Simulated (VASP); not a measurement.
# MgO (CsCl type) (Pm-3m) in VASP: notebook

The runs below take MgO (CsCl type) through single point, with PBEsol.

Everything below comes from runs of VASP 6.6.1. Logs are shortened: lines on timing, memory, paths and dates and some standing lists are left out, and cuts for length are marked.

## 1. The cell of the first run

It takes space group Pm-3m (No. 221, cubic). The conventional cell has a = 2.128 Å, b = 2.128 Å, c = 2.128 Å, α = 90.00°, β = 90.00°, γ = 90.00°. Within 2.4 Å of Mg (site symmetry m-3m) lie 8 O at 1.84 Å and 6 Mg at 2.13 Å. O (site symmetry m-3m) has 8 Mg at 1.84 Å and 6 O at 2.13 Å within 2.4 Å.

## 2. Single point, PBEsol (volume scaled by 1.04)

Input file INCAR:

```
SYSTEM = MgO
ALGO = Normal
EDIFF = 1E-6
ENCUT = 600
GGA = PS
GGA_COMPAT = .False.
ISIF = 2
ISMEAR = 0
LASPH = .True.
LCHARG = .False.
LREAL = .False.
LWAVE = .False.
NBANDS = 11
NELM = 120
PREC = Accurate
SIGMA = 0.01
```

Input file KPOINTS:

```
k-points
0
Gamma
  12 12 12
  0 0 0
```

Input file POSCAR:

```
MgO
1.0
    2.1276347480      0.0000000000      0.0000000000
    0.0000000000      2.1276347480      0.0000000000
    0.0000000000      0.0000000000      2.1276347480
Mg O
1 1
Direct
    0.0000000000      0.0000000000      0.0000000000
    0.5000000000      0.5000000000      0.5000000000
```

Potentials or basis: VASP PAW PBE potentials, release 64 (Mg, O).

Started as:

```console
cat potpaw_PBE.64/Mg/POTCAR potpaw_PBE.64/O/POTCAR > POTCAR
mpirun -np 1 vasp_std > vasp.out
```

OUTCAR:

```text
SYSTEM = MgO
   EDIFF = 1E-6
   ENCUT = 600
   GGA = PS
   ISIF = 2
   ISMEAR = 0
   LASPH = .True.
   LREAL = .False.
   NELM = 120
   PREC = Accurate

 ion  position               nearest neighbor table
   1  0.000  0.000  0.000-   2 1.84   2 1.84   2 1.84   2 1.84   2 1.84   2 1.84   2 1.84   2 1.84

   2  0.500  0.500  0.500-   1 1.84   1 1.84   1 1.84   1 1.84   1 1.84   1 1.84   1 1.84   1 1.84

  LATTYP: Found a simple cubic cell.
 ALAT       =     2.1276347480

  Lattice vectors:

 A1 = (   2.1276347480,   0.0000000000,   0.0000000000)
 A2 = (   0.0000000000,   2.1276347480,   0.0000000000)
 A3 = (   0.0000000000,   0.0000000000,   2.1276347480)

Analysis of symmetry for initial positions (statically):
=====================================================================
 Subroutine PRICEL returns:
 Original cell was already a primitive cell.

 Routine SETGRP: Setting up the symmetry group for a
 simple cubic supercell.

 Subroutine GETGRP returns: Found 48 space group operations
 (whereof 48 operations were pure point group operations)
 out of a pool of 48 trial point group operations.

The static configuration has the point symmetry O_h .

Analysis of symmetry for dynamics (positions and initial velocities):
=====================================================================
 Subroutine PRICEL returns:
 Original cell was already a primitive cell.

 Routine SETGRP: Setting up the symmetry group for a
 simple cubic supercell.

 Subroutine GETGRP returns: Found 48 space group operations
 (whereof 48 operations were pure point group operations)
 out of a pool of 48 trial point group operations.

The dynamic configuration has the point symmetry O_h .

 Subroutine INISYM returns: Found 48 space group operations
 (whereof 48 operations are pure point group operations),
 and found     1 'primitive' translations

----------------------------------------------------------------------------------------

                                     Primitive cell

  volume of cell :       9.6314

  direct lattice vectors                    reciprocal lattice vectors
     2.127634748  0.000000000  0.000000000     0.470005484  0.000000000  0.000000000
     0.000000000  2.127634748  0.000000000     0.000000000  0.470005484  0.000000000
     0.000000000  0.000000000  2.127634748     0.000000000  0.000000000  0.470005484

  length of vectors
     2.127634748  2.127634748  2.127634748     0.470005484  0.470005484  0.470005484
[... 89 lines left out ...]
   POTIM  = 0.5000    time-step for ionic-motion
   TEBEG  =    0.0;   TEEND  =   0.0 temperature during run
   PSTRESS=    0.0 pullay stress
   NELECT =       8.0000    total number of electrons
   NUPDOWN=      -1.0000    fix difference up-down
   EMIN   =  10.00;   EMAX   =-10.00  energy-range for DOS
   EFERMI =   0.00;   METHOD = LEGACY
   ISMEAR =     0;   SIGMA  =   0.01  broadening in eV -4-tet -1-fermi 0-gaus
   EFERMI_NEDOS =   21; number of points for ismear=-14 and -15
   IALGO  =     38    algorithm
   IMIX   =      4    mixing-type and parameters
     AMIX     =   0.40;   BMIX     =  1.00
     AMIX_MAG =   1.60;   BMIX_MAG =  1.00
  volume/ion in A,a.u.               =       4.82        32.50
  Fermi-wavevector in a.u.,A,eV,Ry     =   1.538891  2.908082 32.221104  2.368184
  Thomas-Fermi vector in A             =   2.645195
   LORBIT       =      0    0 simple, 1 ext, 2 COOP (PROOUT), +10 PAW based schemes
   GGA     = PS    functional components
   LHFCALC =     F    Hartree Fock is set to
   AEXX    =    0.0000 exact exchange contribution
   IVDW    =     0    specifies the selected vdW correction
   LEPSILON=     F    determine dielectric tensor
   LRPA    =     F    only Hartree local field effects (RPA)
 non-spin polarized calculation
 Gauss-broadening in eV      SIGMA  =   0.01
  energy-cutoff  :      600.00
  volume of cell :        9.63
 maximum number of plane-waves:       341
 NGX is ok and might be reduce to    18
   NGX =  9   NGY =  9   NGZ =  9

 number of electron       8.0000009 magnetization

 Free energy of the ion-electron system (eV)
  ---------------------------------------------------
  ext. energy  EPLUGINS =         0.00000000
  ---------------------------------------------------
  free energy    TOTEN  =        -5.52149579 eV

  energy without entropy =       -5.52149579  energy(sigma->0) =       -5.52149579

 E-fermi :  13.1237     XC(G=0): -15.0099

 val. band max:       13.0668613247   @ k =   0.5000   0.5000   0.0000
 cond. band min:      20.1717448552   @ k =   0.5000   0.5000   0.0000
 fundamental gap:      7.1048835305
 Fermi energy:        13.1236524920

 k-point     1 :       0.0000    0.0000    0.0000
  band No.  band energies     occupation
      1     -11.5424      2.00000
      2      11.1543      2.00000
      3      11.1543      2.00000
      4      11.1543      2.00000
      5      23.5486      0.00000
      6      23.5486      0.00000
      7      25.0053      0.00000
      8      46.6305      0.00000
      9      46.6305      0.00000
     10      46.6305      0.00000
     11      50.0712      0.00000
[... 309 lines left out ...]
 k-point    24 :       0.4167    0.3333    0.0000
  band No.  band energies     occupation
      1      -7.0686      2.00000
      2       3.9011      2.00000
      3       5.7434      2.00000
      4      12.5943      2.00000
      5      22.7119      0.00000
      6      30.4820      0.00000
      7      33.2708      0.00000
      8      35.8687      0.00000
      9      38.0590      0.00000
     10      39.0895      0.00000
     11      46.8800      0.00000

 [... further k-points ...]

------------------------ aborting loop because EDIFF is reached ----------------------------------------

  FORCE on cell =-STRESS in cart. coord.  units (eV):
  Direction    XX          YY          ZZ          XY          YZ          ZX
  --------------------------------------------------------------------------------------
  -------------------------------------------------------------------------------------
  Total       21.3871591     21.3871591     21.3871591      0.0000000     -0.0000000      0.0000000
  in kB     3557.7256892   3557.7256892   3557.7256892      0.0000000     -0.0000000      0.0000000
  external PRESSURE =    3557.7256892 kB  Pullay stress =       0.0000000 kB

 VOLUME and BASIS-vectors are now :
 -----------------------------------------------------------------------------
  energy-cutoff  :      600.00
  volume of cell :        9.63
      direct lattice vectors                 reciprocal lattice vectors
     2.127634748  0.000000000  0.000000000     0.470005484  0.000000000  0.000000000
     0.000000000  2.127634748  0.000000000     0.000000000  0.470005484  0.000000000
     0.000000000  0.000000000  2.127634748     0.000000000  0.000000000  0.470005484

 POSITION                                       TOTAL-FORCE (eV/Angst)
 -----------------------------------------------------------------------------------
      0.00000      0.00000      0.00000         0.000000      0.000000      0.000000
      1.06382      1.06382      1.06382         0.000000      0.000000      0.000000
 -----------------------------------------------------------------------------------
    total drift:                                0.000000     -0.000000      0.000000

  FREE ENERGIE OF THE ION-ELECTRON SYSTEM (eV)
  ---------------------------------------------------
  free  energy   TOTEN  =        -5.5214957917 eV

  energy  without entropy=       -5.5214957917  energy(sigma->0) =       -5.52149579
```

Run time: 6.4 s. Hardware: 1 thread of Intel Xeon 6975P-C (Granite Rapids), shared host; peak memory 0.12 GiB.

Results:

```yaml
Free_energy: -5.5215 eV
Pressure: 355.8 GPa
Band_gap_on_the_k_mesh: 7.10 eV, direct
```

Caveat: the PAW data sets were made with another functional, which shifts forces and pressure a little. A k mesh can miss the band edges.

(Continued in part 2 of 2.)
